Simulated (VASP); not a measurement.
# Pd (P6/mmm) in VASP: density of states with PBE

Aim: the density of states of Pd with PBE.

Everything below comes from runs of VASP 6.6.1. Logs are shortened: lines on timing, memory, paths and dates and some standing lists are left out, and cuts for length are marked.

## Step 1: The cell of the first run

It takes space group P6/mmm (No. 191, hexagonal). The conventional cell has a = 2.695 Å, b = 2.695 Å, c = 2.641 Å, α = 90.00°, β = 90.00°, γ = 120.00°. Pd (site symmetry 6/mmm) has 8 Pd at 2.64 to 2.70 Å within 3.5 Å.

## Step 2: Density of states, PBE

The input, POSCAR:

```
Pd
1.0
    2.6952126899      0.0000000000      0.0000000000
   -1.3476063449      2.3341226580      0.0000000000
    0.0000000000      0.0000000000      2.6409536697
Pd
1
Direct
    0.0000000000      0.0000000000      0.0000000000
```

The input, INCAR.step1:

```
PREC = Accurate
ENCUT = 520
EDIFF = 1E-6
ISMEAR = -1
SIGMA = 0.08
LREAL = F
LASPH = T
NELM = 60
ALGO = Normal
ISIF = 2
LWAVE = F
LCHARG = T
LMAXMIX = 4
GGA = PE
NBANDS = 11
```

The input, KPOINTS.step1:

```
regular mesh
0
Gamma
  16 16 15
```

The input, INCAR.step2:

```
PREC = Accurate
ENCUT = 520
EDIFF = 1E-6
ISMEAR = -5
SIGMA = 0.08
LREAL = F
LASPH = T
NELM = 60
ALGO = Normal
ISIF = 2
LWAVE = F
LCHARG = F
LMAXMIX = 4
GGA = PE
LORBIT = 10
NBANDS = 11
NEDOS = 1001
ICHARG = 11
```

The input, KPOINTS.step2:

```
regular mesh
0
Gamma
  24 24 23
```

Potentials or basis: VASP PAW PBE potentials, release 64 (Pd).

The run is started by

```
cat potpaw_PBE.64/Pd/POTCAR > POTCAR
cp INCAR.step1 INCAR
cp KPOINTS.step1 KPOINTS
mpirun -np 1 vasp_std > vasp.out
cp INCAR.step2 INCAR
cp KPOINTS.step2 KPOINTS
mpirun -np 1 vasp_std > vasp.out
```

OUTCAR:

```text
PREC = Accurate
   ENCUT = 520
   EDIFF = 1E-6
   ISMEAR = -5
   LREAL = F
   LASPH = T
   NELM = 60
   ISIF = 2
   GGA = PE
   LORBIT = 10
   ICHARG = 11

 ion  position               nearest neighbor table
   1  0.000  0.000  0.000-

  LATTYP: Found a hexagonal cell.
 ALAT       =     2.6952126899
 C/A-ratio  =     0.9798683716

  Lattice vectors:

 A1 = (   2.6952126899,   0.0000000000,   0.0000000000)
 A2 = (  -1.3476063449,   2.3341226580,   0.0000000000)
 A3 = (   0.0000000000,   0.0000000000,   2.6409536697)

Analysis of symmetry for initial positions (statically):
=====================================================================
 Subroutine PRICEL returns:
 Original cell was already a primitive cell.

 Routine SETGRP: Setting up the symmetry group for a
 hexagonal supercell.

 Subroutine GETGRP returns: Found 24 space group operations
 (whereof 24 operations were pure point group operations)
 out of a pool of 24 trial point group operations.

The static configuration has the point symmetry D_6h.

Analysis of symmetry for dynamics (positions and initial velocities):
=====================================================================
 Subroutine PRICEL returns:
 Original cell was already a primitive cell.

 Routine SETGRP: Setting up the symmetry group for a
 hexagonal supercell.

 Subroutine GETGRP returns: Found 24 space group operations
 (whereof 24 operations were pure point group operations)
 out of a pool of 24 trial point group operations.

The dynamic configuration has the point symmetry D_6h.

 Subroutine INISYM returns: Found 24 space group operations
 (whereof 24 operations are pure point group operations),
 and found     1 'primitive' translations

----------------------------------------------------------------------------------------

                                     Primitive cell

  volume of cell :      16.6141

  direct lattice vectors                    reciprocal lattice vectors
     2.695212690  0.000000000  0.000000000     0.371028232  0.214213250  0.000000000
    -1.347606345  2.334122658  0.000000000     0.000000000  0.428426500  0.000000000
     0.000000000  0.000000000  2.640953670     0.000000000  0.000000000  0.378651095

  length of vectors
     2.695212690  2.695212690  2.640953670     0.428426500  0.428426500  0.378651095

  position of ions in fractional coordinates (direct lattice)
     0.000000000  0.000000000  0.000000000

  ion indices of the primitive-cell ions
   primitive index   ion index
                 1           1

----------------------------------------------------------------------------------------

 KPOINTS: regular mesh

Automatic generation of k-mesh.
 Grid dimensions read from file:
 generate k-points for:   24   24   23

 Generating k-lattice:

  Cartesian coordinates                     Fractional coordinates (reciprocal lattice)
     0.015459510  0.008925552  0.000000000     0.041666667  0.000000000  0.000000000
     0.000000000  0.017851104  0.000000000     0.000000000  0.041666667  0.000000000
     0.000000000  0.000000000  0.016463091     0.000000000  0.000000000  0.043478261

  Length of vectors
     0.017851104  0.017851104  0.016463091

  Shift w.r.t. Gamma in fractional coordinates (k-lattice)
     0.000000000  0.000000000  0.000000000

 TETIRR: Found  13157 inequivalent tetrahedra from    79488

 Subroutine IBZKPT returns following result:
 ===========================================

 Found    732 irreducible k-points:

 Following reciprocal coordinates:
            Coordinates               Weight
  0.000000  0.000000  0.000000      1.000000
  0.041667  0.000000  0.000000      6.000000
  0.083333  0.000000  0.000000      6.000000
  0.125000  0.000000  0.000000      6.000000
  0.166667 -0.000000  0.000000      6.000000
  0.208333  0.000000  0.000000      6.000000
[... 16 lines left out ...]
  0.416667  0.041667  0.000000     12.000000
  0.458333  0.041667  0.000000     12.000000
 [... further k-points ...]
   k-points           NKPTS =    732   k-points in BZ     NKDIM =    732   number of bands    NBANDS=     11
   number of dos      NEDOS =   1001   number of ions     NIONS =      1
   total plane-waves  NPLWV =   8000
   dimension x,y,z NGX =    20 NGY =   20 NGZ =   20
   dimension x,y,z NGXF=    40 NGYF=   40 NGZF=   40
   ions per type =               1
   NGX,Y,Z   is equivalent  to a cutoff of  12.34, 12.34, 12.59 a.u.
   NGXF,Y,Z  is equivalent  to a cutoff of  24.67, 24.67, 25.18 a.u.
 SYSTEM =  unknown system
   PREC   = accura    normal or accurate (medium, high low for compatibility)
   ISTART =      0    job   : 0-new  1-cont  2-samecut
   ICHARG =     11    charge: 1-file 2-atom 10-const
   ISPIN  =      1    spin polarized calculation?
   LNONCOLLINEAR =      F non collinear calculations
   LSORBIT =      F    spin-orbit coupling
   LASPH  =      T    aspherical Exc in radial PAW
   ENCUT  =  520.0 eV  38.22 Ry    6.18 a.u.   5.01  5.01  4.91*2*pi/ulx,y,z
   NELM   =     60;   NELMIN=  2; NELMDL=  0     # of ELM steps
   EDIFF  = 0.1E-05   stopping-criterion for ELM
   LREAL  =      F    real-space projection
   EDIFFG = 0.1E-04   stopping-criterion for IOM
   NSW    =      0    number of steps for IOM
   IBRION =     -1    ionic relax: 0-MD 1-quasi-New 2-CG
   NFREE  =      0    steps in history (QN), initial steepest desc. (CG)
   ISIF   =      2    stress and relaxation
   ISYM   =      2    0-nonsym 1-usesym 2-fastsym
   POTIM  = 0.5000    time-step for ionic-motion
   TEBEG  =    0.0;   TEEND  =   0.0 temperature during run
   PSTRESS=    0.0 pullay stress
   NELECT =      10.0000    total number of electrons
   NUPDOWN=      -1.0000    fix difference up-down
   EMIN   =  10.00;   EMAX   =-10.00  energy-range for DOS
   EFERMI =   0.00;   METHOD = LEGACY
   ISMEAR =    -5;   SIGMA  =   0.08  broadening in eV -4-tet -1-fermi 0-gaus
   EFERMI_NEDOS =   21; number of points for ismear=-14 and -15
   IALGO  =     38    algorithm
   IMIX   =      4    mixing-type and parameters
     AMIX     =   0.40;   BMIX     =  1.00
     AMIX_MAG =   1.60;   BMIX_MAG =  1.00
  volume/ion in A,a.u.               =      16.61       112.12
  Fermi-wavevector in a.u.,A,eV,Ry     =   1.382236  2.612048 25.994985  1.910578
  Thomas-Fermi vector in A             =   2.506946
   LORBIT       =     10    0 simple, 1 ext, 2 COOP (PROOUT), +10 PAW based schemes
   GGA     = PE    functional components
   LHFCALC =     F    Hartree Fock is set to
   AEXX    =    0.0000 exact exchange contribution
   IVDW    =     0    specifies the selected vdW correction
   LEPSILON=     F    determine dielectric tensor
   LRPA    =     F    only Hartree local field effects (RPA)
 non-spin polarized calculation
 Fermi weights with tetrahedron method with Bloechl corrections
  energy-cutoff  :      520.00
  volume of cell :       16.61
 maximum number of plane-waves:       462
 NGX is ok and might be reduce to    20

 number of electron      10.0000002 magnetization

 Free energy of the ion-electron system (eV)
  ---------------------------------------------------
  ext. energy  EPLUGINS =         0.00000000
  ---------------------------------------------------
  free energy    TOTEN  =        -4.96653068 eV

  energy without entropy =       -4.96653068  energy(sigma->0) =       -4.96653068

 E-fermi :   8.0290     XC(G=0): -12.3791

 val. band max:        8.0457390730   @ k =   0.4583   0.0833   0.2609
 cond. band min:       7.9177776426   @ k =   0.3750   0.0000   0.0870
 fundamental gap:     -0.1279614304
 Fermi energy:         8.0290294286

 k-point     1 :       0.0000    0.0000    0.0000
  band No.  band energies     occupation
      1       1.7025      2.00000
      2       3.5042      2.00000
      3       5.4664      2.00000
      4       5.4665      2.00000
      5       8.0758     -0.42746
      6       8.0758      0.00000
      7      23.6030      0.00000
      8      25.5610      0.00000
      9      30.5543      0.00000
     10      30.5543      0.00000
     11      30.6953      0.00000

 k-point     2 :       0.0417    0.0000    0.0000
  band No.  band energies     occupation
      1       1.7630      2.00000
      2       3.5226      2.00000
      3       5.4358      2.00000
      4       5.5065      2.00000
      5       8.0402      1.13591
      6       8.0694     -0.03491
      7      23.7035      0.00000
      8      25.5918      0.00000
      9      29.8571      0.00000
     10      30.2811      0.00000
     11      30.9261      0.00000

 k-point     3 :       0.0833    0.0000    0.0000
  band No.  band energies     occupation
      1       1.9407      2.00000
      2       3.5770      2.00000
      3       5.3508      2.00000
      4       5.6253      2.00000
      5       7.9373      2.00752
      6       8.0507     -0.06955
      7      23.9998      0.00000
      8      25.6148      0.00000
      9      28.8065      0.00000
     10      29.6104      0.00000
     11      30.9206      0.00000

 k-point     4 :       0.1250    0.0000    0.0000
  band No.  band energies     occupation
      1       2.2231      2.00000
      2       3.6636      2.00000
      3       5.2340      2.00000
      4       5.8186      2.00000
      5       7.7786      2.00000
      6       8.0211      1.93153
      7      24.4769      0.00000
      8      25.3364      0.00000
      9      27.9432      0.00000
     10      28.7581      0.00000
     11      30.7835      0.00000

 k-point     5 :       0.1667   -0.0000    0.0000
  band No.  band energies     occupation
      1       2.5826      2.00000
      2       3.7723      2.00000
      3       5.1306      2.00000
      4       6.0791      2.00000
      5       7.5803      2.00000
      6       7.9827      2.00000
      7      24.3959      0.00000
      8      25.1123      0.00000
      9      27.6998      0.00000
     10      27.8426      0.00000
     11      30.5956      0.00000
[... 211 lines left out ...]
 k-point    21 :       0.3333    0.0417    0.0000
  band No.  band energies     occupation
      1       3.4046      2.00000
      2       4.1877      2.00000
      3       6.6484      2.00000
      4       6.7485      2.00000
      5       7.7638      2.00000
      6       7.9429      1.32833
      7      17.8304      0.00000
      8      23.6956      0.00000
      9      28.0067      0.00000
     10      29.0881      0.00000
     11      30.3937      0.00000

 k-point    22 :       0.3750    0.0417    0.0000
  band No.  band energies     occupation
      1       3.3035      2.00000
      2       4.3056      2.00000
      3       6.5117      2.00000
      4       7.4006      2.00000
      5       7.7295      2.05542
      6       8.4721     -0.11925
      7      16.5005      0.00000
      8      23.1549      0.00000
      9      27.8200      0.00000
     10      29.8888      0.00000
     11      30.3569      0.00000

 k-point    23 :       0.4167    0.0417    0.0000
  band No.  band energies     occupation
      1       3.2226      2.00000
      2       4.3912      2.00000
      3       6.4173      2.00000
      4       7.7054      2.00000
      5       7.8478      1.87308
      6       9.0735      0.00000
      7      15.3856      0.00000
      8      22.7658      0.00000
      9      27.6783      0.00000
     10      30.3037      0.00000
     11      30.4964      0.00000

 k-point    24 :       0.4583    0.0417    0.0000
  band No.  band energies     occupation
      1       3.1789      2.00000
      2       4.4359      2.00000
      3       6.3691      2.00000
      4       7.6929      2.00000
      5       8.0572      0.87989
      6       9.5375      0.00000
      7      14.6897      0.00000
      8      22.5616      0.00000
      9      27.6024      0.00000
     10      30.2672      0.00000
     11      30.8254      0.00000

 [... further k-points ...]
[... 5 lines left out ...]
  --------------------------------------------------------------------------------------
  -------------------------------------------------------------------------------------
  Total        0.0758147      0.0758147      0.0045837      0.0000000     -0.0000000      0.0000000
  in kB        7.3111611      7.3111611      0.4420314      0.0000000     -0.0000000      0.0000000
  external PRESSURE =       5.0214512 kB  Pullay stress =       0.0000000 kB

 VOLUME and BASIS-vectors are now :
 -----------------------------------------------------------------------------
  energy-cutoff  :      520.00
  volume of cell :       16.61
      direct lattice vectors                 reciprocal lattice vectors
     2.695212690  0.000000000  0.000000000     0.371028232  0.214213250  0.000000000
    -1.347606345  2.334122658  0.000000000     0.000000000  0.428426500  0.000000000
     0.000000000  0.000000000  2.640953670     0.000000000  0.000000000  0.378651095

 POSITION                                       TOTAL-FORCE (eV/Angst)
 -----------------------------------------------------------------------------------
      0.00000      0.00000      0.00000         0.000000      0.000000      0.000000
 -----------------------------------------------------------------------------------
    total drift:                               -0.000000     -0.000000     -0.000000

  FREE ENERGIE OF THE ION-ELECTRON SYSTEM (eV)
  ---------------------------------------------------
  free  energy   TOTEN  =        -4.9665306801 eV

  energy  without entropy=       -4.9665306801  energy(sigma->0) =       -4.96653068

 total charge

# of ion       s       p       d       tot
------------------------------------------
    1        0.485   0.384   8.492   9.362
```

Wall time 2.9 min (1 thread of AMD EPYC 7R13, shared host); peak memory 0.22 GiB.

What came out:

```yaml
Valence_electrons_inside_the_program's_atomic_spheres: Pd 9.36
```

Levels at points of the mesh, in eV from the Fermi level:
```tsv
k point	band 2	band 3	band 4	band 5	band 6	band 7	band 8	band 9
(0.00, 0.00, 0.00)	-4.52	-2.56	-2.56	0.05	0.05	15.57	17.53	22.53
(0.50, 0.00, 0.00)	-3.59	-1.68	-0.32	0.36	1.24	6.57	14.83	19.51
```

Caveat: tetrahedron occupations give inexact forces and stress in metals.
